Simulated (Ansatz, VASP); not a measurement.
## Two plane-wave programs on SnO2

```
Sn O
1.0
     4.78800    0.00000    0.00000
     0.00000    4.86658    0.00000
     0.00000    0.00000    3.24090
Sn O
2 4
Direct
  0.50000 0.50000 0.50000
  0.00000 0.00000 0.00000
  0.30417 0.30890 0.00000
  0.80417 0.19110 0.50000
  0.19583 0.80890 0.50000
  0.69583 0.69110 0.00000
```

Alike in both runs: functional PBE; k mesh 7 × 7 × 10; occupations fermi-dirac, width 0.01 eV; no spin polarisation.

Ansatz relaxed the structure, and its values are those at the end. VASP's run is a single point on that final structure, the one shown.

|  | VASP | Ansatz |
| --- | --- | --- |
| version | VASP 6.6.1 | Ansatz 0.2.0 |
| potentials or method | VASP PAW PBE potentials, release 64 (Sn_d, O) | plane-wave PAW, scalar-relativistic |
| plane-wave cutoff (eV) | 520 | 420 |
| valence electrons in the cell | 52 | 52 |

```tsv
	VASP	Ansatz	Ansatz less VASP
gap on the k mesh at the Fermi level (eV)	0.66	0.67	+0.011
pressure (GPa)	0.4	-0.2	-0.60
rms of the force components (eV/Å)	0.005	0.003	-0.0017
```

Ansatz's warnings: stress scf threshold loose.
